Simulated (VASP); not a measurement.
# In3Sb (Pm-3m) in VASP: density of states with PBEsol

Aim: the density of states of In3Sb with PBEsol.

Everything below comes from runs of VASP 6.6.1. Logs are shortened: lines on timing, memory, paths and dates and some standing lists are left out, and cuts for length are marked.

## 1. The cell of the first run

Symmetry: Pm-3m, No. 221, cubic system. Conventional cell: a = 4.724 Å, b = 4.724 Å, c = 4.724 Å, α = 90.00°, β = 90.00°, γ = 90.00°. Within 4.4 Å of In (site symmetry 4/mmm) lie 8 In at 3.34 Å and 4 Sb at 3.34 Å. Within 4.4 Å of Sb (site symmetry m-3m) lie 12 In at 3.34 Å.

## 2. Density of states, PBEsol

POSCAR reads:

```
In3Sb
1.0
    4.7236633146      0.0000000000      0.0000000000
    0.0000000000      4.7236633146      0.0000000000
    0.0000000000      0.0000000000      4.7236633146
In Sb
3 1
Direct
    0.5000000000      0.5000000000      0.0000000000
    0.5000000000      0.0000000000      0.5000000000
    0.0000000000      0.5000000000      0.5000000000
    0.0000000000      0.0000000000      0.0000000000
```

INCAR.step1 reads:

```
SYSTEM = In3Sb
ALGO = Normal
EDIFF = 1E-6
ENCUT = 400
GGA = PS
GGA_COMPAT = .FALSE.
ISIF = 2
ISMEAR = 0
LASPH = .TRUE.
LCHARG = .TRUE.
LORBIT = 11
LREAL = .FALSE.
LWAVE = .FALSE.
NBANDS = 30
NEDOS = 2001
NELM = 120
PREC = Accurate
SIGMA = 0.1
```

KPOINTS.step1 reads:

```
k-points
0
G
  10 10 10
  0 0 0
```

INCAR.step2 reads:

```
SYSTEM = In3Sb
ALGO = Normal
EDIFF = 1E-6
ENCUT = 400
GGA = PS
GGA_COMPAT = .FALSE.
ICHARG = 11
ISIF = 2
ISMEAR = -5
LASPH = .TRUE.
LCHARG = .FALSE.
LORBIT = 10
LREAL = .FALSE.
LWAVE = .FALSE.
NEDOS = 2001
NELM = 120
PREC = Accurate
SIGMA = 0.1
```

KPOINTS.step2 reads:

```
k-points
0
G
  15 15 15
  0 0 0
```

Potentials or basis: VASP PAW PBE potentials, release 64 (In_d, Sb).

On the command line:

```bash
$ cat potpaw_PBE.64/In_d/POTCAR potpaw_PBE.64/Sb/POTCAR > POTCAR
$ cp INCAR.step1 INCAR
$ cp KPOINTS.step1 KPOINTS
$ mpirun -np 1 vasp_std > vasp.out
$ cp INCAR.step2 INCAR
$ cp KPOINTS.step2 KPOINTS
$ mpirun -np 1 vasp_std > vasp.out
```

OUTCAR:

```text
SYSTEM = In3Sb
   EDIFF = 1E-6
   ENCUT = 400
   GGA = PS
   ICHARG = 11
   ISIF = 2
   ISMEAR = -5
   LASPH = .TRUE.
   LORBIT = 10
   LREAL = .FALSE.
   NELM = 120
   PREC = Accurate

 ion  position               nearest neighbor table
   1  0.500  0.500  0.000-   2 3.34   3 3.34   4 3.34   2 3.34   3 3.34   2 3.34   4 3.34   2 3.34
                             3 3.34   4 3.34   3 3.34   4 3.34
   2  0.500  0.000  0.500-   1 3.34   3 3.34   4 3.34   1 3.34   4 3.34   1 3.34   3 3.34   1 3.34
                             3 3.34   4 3.34   4 3.34   3 3.34
   3  0.000  0.500  0.500-   1 3.34   2 3.34   4 3.34   1 3.34   4 3.34   2 3.34   4 3.34   4 3.34
                             1 3.34   2 3.34   1 3.34   2 3.34
   4  0.000  0.000  0.000-   1 3.34   2 3.34   3 3.34   2 3.34   3 3.34   1 3.34   3 3.34   3 3.34
                             1 3.34   2 3.34   2 3.34   1 3.34

  LATTYP: Found a simple cubic cell.
 ALAT       =     4.7236633146

  Lattice vectors:

 A1 = (   4.7236633146,   0.0000000000,   0.0000000000)
 A2 = (   0.0000000000,   4.7236633146,   0.0000000000)
 A3 = (   0.0000000000,   0.0000000000,   4.7236633146)

Analysis of symmetry for initial positions (statically):
=====================================================================
 Subroutine PRICEL returns:
 Original cell was already a primitive cell.

 Routine SETGRP: Setting up the symmetry group for a
 simple cubic supercell.

 Subroutine GETGRP returns: Found 48 space group operations
 (whereof 48 operations were pure point group operations)
 out of a pool of 48 trial point group operations.

The static configuration has the point symmetry O_h .

Analysis of symmetry for dynamics (positions and initial velocities):
=====================================================================
 Subroutine PRICEL returns:
 Original cell was already a primitive cell.

 Routine SETGRP: Setting up the symmetry group for a
 simple cubic supercell.

 Subroutine GETGRP returns: Found 48 space group operations
 (whereof 48 operations were pure point group operations)
 out of a pool of 48 trial point group operations.

The dynamic configuration has the point symmetry O_h .

 Subroutine INISYM returns: Found 48 space group operations
 (whereof 48 operations are pure point group operations),
 and found     1 'primitive' translations

----------------------------------------------------------------------------------------

                                     Primitive cell

  volume of cell :     105.3991

  direct lattice vectors                    reciprocal lattice vectors
     4.723663315  0.000000000  0.000000000     0.211700101  0.000000000  0.000000000
     0.000000000  4.723663315  0.000000000     0.000000000  0.211700101  0.000000000
     0.000000000  0.000000000  4.723663315     0.000000000  0.000000000  0.211700101

  length of vectors
     4.723663315  4.723663315  4.723663315     0.211700101  0.211700101  0.211700101

  position of ions in fractional coordinates (direct lattice)
     0.500000000  0.500000000  0.000000000
     0.500000000  0.000000000  0.500000000
     0.000000000  0.500000000  0.500000000
     0.000000000  0.000000000  0.000000000

  ion indices of the primitive-cell ions
   primitive index   ion index
                 1           1
                 2           2
                 3           3
                 4           4

----------------------------------------------------------------------------------------

 KPOINTS: k-points

Automatic generation of k-mesh.
 Grid dimensions read from file:
 generate k-points for:   15   15   15

 Generating k-lattice:

  Cartesian coordinates                     Fractional coordinates (reciprocal lattice)
     0.014113340  0.000000000  0.000000000     0.066666667  0.000000000  0.000000000
     0.000000000  0.014113340  0.000000000     0.000000000  0.066666667  0.000000000
     0.000000000  0.000000000  0.014113340     0.000000000  0.000000000  0.066666667

  Length of vectors
     0.014113340  0.014113340  0.014113340

  Shift w.r.t. Gamma in fractional coordinates (k-lattice)
     0.000000000  0.000000000  0.000000000

 TETIRR: Found   1667 inequivalent tetrahedra from    20250

 Subroutine IBZKPT returns following result:
 ===========================================

 Found    120 irreducible k-points:

 Following reciprocal coordinates:
            Coordinates               Weight
  0.000000  0.000000  0.000000      1.000000
  0.066667  0.000000  0.000000      6.000000
  0.133333  0.000000  0.000000      6.000000
  0.200000  0.000000  0.000000      6.000000
  0.266667  0.000000  0.000000      6.000000
  0.333333  0.000000  0.000000      6.000000
[... 16 lines left out ...]
  0.266667  0.200000  0.000000     24.000000
  0.333333  0.200000  0.000000     24.000000
 [... further k-points ...]
   k-points           NKPTS =    120   k-points in BZ     NKDIM =    120   number of bands    NBANDS=     26
   number of dos      NEDOS =   2001   number of ions     NIONS =      4
   total plane-waves  NPLWV =  32768
   dimension x,y,z NGX =    32 NGY =   32 NGZ =   32
   dimension x,y,z NGXF=    64 NGYF=   64 NGZF=   64
   ions per type =               3   1
   NGX,Y,Z   is equivalent  to a cutoff of  11.26, 11.26, 11.26 a.u.
   NGXF,Y,Z  is equivalent  to a cutoff of  22.52, 22.52, 22.52 a.u.
 SYSTEM =  In3Sb
   PREC   = accura    normal or accurate (medium, high low for compatibility)
   ISTART =      0    job   : 0-new  1-cont  2-samecut
   ICHARG =     11    charge: 1-file 2-atom 10-const
   ISPIN  =      1    spin polarized calculation?
   LNONCOLLINEAR =      F non collinear calculations
   LSORBIT =      F    spin-orbit coupling
   LASPH  =      T    aspherical Exc in radial PAW
   ENCUT  =  400.0 eV  29.40 Ry    5.42 a.u.   7.70  7.70  7.70*2*pi/ulx,y,z
   NELM   =    120;   NELMIN=  2; NELMDL=  0     # of ELM steps
   EDIFF  = 0.1E-05   stopping-criterion for ELM
   LREAL  =      F    real-space projection
   EDIFFG = 0.1E-04   stopping-criterion for IOM
   NSW    =      0    number of steps for IOM
   IBRION =     -1    ionic relax: 0-MD 1-quasi-New 2-CG
   NFREE  =      0    steps in history (QN), initial steepest desc. (CG)
   ISIF   =      2    stress and relaxation
   ISYM   =      2    0-nonsym 1-usesym 2-fastsym
   POTIM  = 0.5000    time-step for ionic-motion
   TEBEG  =    0.0;   TEEND  =   0.0 temperature during run
   PSTRESS=    0.0 pullay stress
   NELECT =      44.0000    total number of electrons
   NUPDOWN=      -1.0000    fix difference up-down
   EMIN   =  10.00;   EMAX   =-10.00  energy-range for DOS
   EFERMI =   0.00;   METHOD = LEGACY
   ISMEAR =    -5;   SIGMA  =   0.10  broadening in eV -4-tet -1-fermi 0-gaus
   EFERMI_NEDOS =   21; number of points for ismear=-14 and -15
   IALGO  =     38    algorithm
   IMIX   =      4    mixing-type and parameters
     AMIX     =   0.40;   BMIX     =  1.00
     AMIX_MAG =   1.60;   BMIX_MAG =  1.00
  volume/ion in A,a.u.               =      26.35       177.82
  Fermi-wavevector in a.u.,A,eV,Ry     =   1.223527  2.312130 20.368161  1.497018
  Thomas-Fermi vector in A             =   2.358634
   LORBIT       =     10    0 simple, 1 ext, 2 COOP (PROOUT), +10 PAW based schemes
   GGA     = PS    functional components
   LHFCALC =     F    Hartree Fock is set to
   AEXX    =    0.0000 exact exchange contribution
   IVDW    =     0    specifies the selected vdW correction
   LEPSILON=     F    determine dielectric tensor
   LRPA    =     F    only Hartree local field effects (RPA)
 non-spin polarized calculation
 Fermi weights with tetrahedron method with Bloechl corrections
  energy-cutoff  :      400.00
  volume of cell :      105.40
 maximum number of plane-waves:      1936
 NGX is ok and might be reduce to    32

 number of electron      43.9999939 magnetization

 Free energy of the ion-electron system (eV)
  ---------------------------------------------------
  ext. energy  EPLUGINS =         0.00000000
  ---------------------------------------------------
  free energy    TOTEN  =       -13.42373231 eV

  energy without entropy =      -13.42373231  energy(sigma->0) =      -13.42373231

 E-fermi :   7.4848     XC(G=0): -10.3786

 val. band max:        7.6183636971   @ k =   0.4000   0.0000   0.0000
 cond. band min:       7.4321301037   @ k =   0.4667   0.1333   0.0000
 fundamental gap:     -0.1862335934
 Fermi energy:         7.4847659391

 k-point     1 :       0.0000    0.0000    0.0000
  band No.  band energies     occupation
      1      -7.0986      2.00000
      2      -7.0891      2.00000
      3      -7.0891      2.00000
      4      -7.0891      2.00000
      5      -6.9407      2.00000
      6      -6.9407      2.00000
[... 18 lines left out ...]
     25       9.9176      0.00000
     26      11.4844      0.00000

 k-point     2 :       0.0667    0.0000    0.0000
  band No.  band energies     occupation
      1      -7.0944      2.00000
      2      -7.0881      2.00000
      3      -7.0845      2.00000
      4      -7.0845      2.00000
      5      -6.9400      2.00000
      6      -6.9374      2.00000
[... 18 lines left out ...]
     25       9.8493      0.00000
     26      11.2563      0.00000

 k-point     3 :       0.1333    0.0000    0.0000
  band No.  band energies     occupation
      1      -7.0855      2.00000
      2      -7.0824      2.00000
      3      -7.0710      2.00000
      4      -7.0710      2.00000
      5      -6.9382      2.00000
      6      -6.9279      2.00000
[... 572 lines left out ...]
 k-point    23 :       0.2667    0.2000    0.0000
  band No.  band energies     occupation
      1      -7.0456      2.00000
      2      -7.0293      2.00000
      3      -7.0041      2.00000
      4      -6.9861      2.00000
      5      -6.9156      2.00000
      6      -6.8773      2.00000
[... 18 lines left out ...]
     25       9.6884      0.00000
     26      10.1953      0.00000

 k-point    24 :       0.3333    0.2000    0.0000
  band No.  band energies     occupation
      1      -7.0385      2.00000
      2      -7.0086      2.00000
      3      -6.9714      2.00000
      4      -6.9591      2.00000
      5      -6.9128      2.00000
      6      -6.8602      2.00000
[... 18 lines left out ...]
     25       9.5684      0.00000
     26      10.3600      0.00000

 [... further k-points ...]
[... 5 lines left out ...]
  --------------------------------------------------------------------------------------
  -------------------------------------------------------------------------------------
  Total       -0.1025859     -0.1025859     -0.1025859     -0.0000000      0.0000000     -0.0000000
  in kB       -1.5594145     -1.5594145     -1.5594145     -0.0000000      0.0000000     -0.0000000
  external PRESSURE =      -1.5594145 kB  Pullay stress =       0.0000000 kB

 VOLUME and BASIS-vectors are now :
 -----------------------------------------------------------------------------
  energy-cutoff  :      400.00
  volume of cell :      105.40
      direct lattice vectors                 reciprocal lattice vectors
     4.723663315  0.000000000  0.000000000     0.211700101  0.000000000  0.000000000
     0.000000000  4.723663315  0.000000000     0.000000000  0.211700101  0.000000000
     0.000000000  0.000000000  4.723663315     0.000000000  0.000000000  0.211700101

 POSITION                                       TOTAL-FORCE (eV/Angst)
 -----------------------------------------------------------------------------------
      2.36183      2.36183      0.00000         0.000000      0.000000      0.000000
      2.36183      0.00000      2.36183         0.000000      0.000000      0.000000
      0.00000      2.36183      2.36183         0.000000      0.000000      0.000000
      0.00000      0.00000      0.00000         0.000000      0.000000      0.000000
 -----------------------------------------------------------------------------------
    total drift:                                0.000000     -0.000000     -0.000000

  FREE ENERGIE OF THE ION-ELECTRON SYSTEM (eV)
  ---------------------------------------------------
  free  energy   TOTEN  =       -13.4237323054 eV

  energy  without entropy=      -13.4237323054  energy(sigma->0) =      -13.42373231

 total charge

# of ion       s       p       d       tot
------------------------------------------
    1        1.022   0.450   9.856  11.329
    2        1.022   0.450   9.856  11.329
    3        1.022   0.450   9.856  11.329
    4        1.225   1.128   0.028   2.381
--------------------------------------------------
tot          4.292   2.479  29.597  36.368
```

Wall time 3.6 min (1 thread of Intel Xeon 8259CL, shared host); peak memory 0.32 GiB.

What came out:

* Valence electrons inside the program's atomic spheres: In 11.33; Sb 2.38

Caveat: the PAW data sets were made with another functional, which shifts forces and pressure a little; spin-orbit coupling is left out, which moves the levels of the heavy elements; tetrahedron occupations give inexact forces and stress in metals.
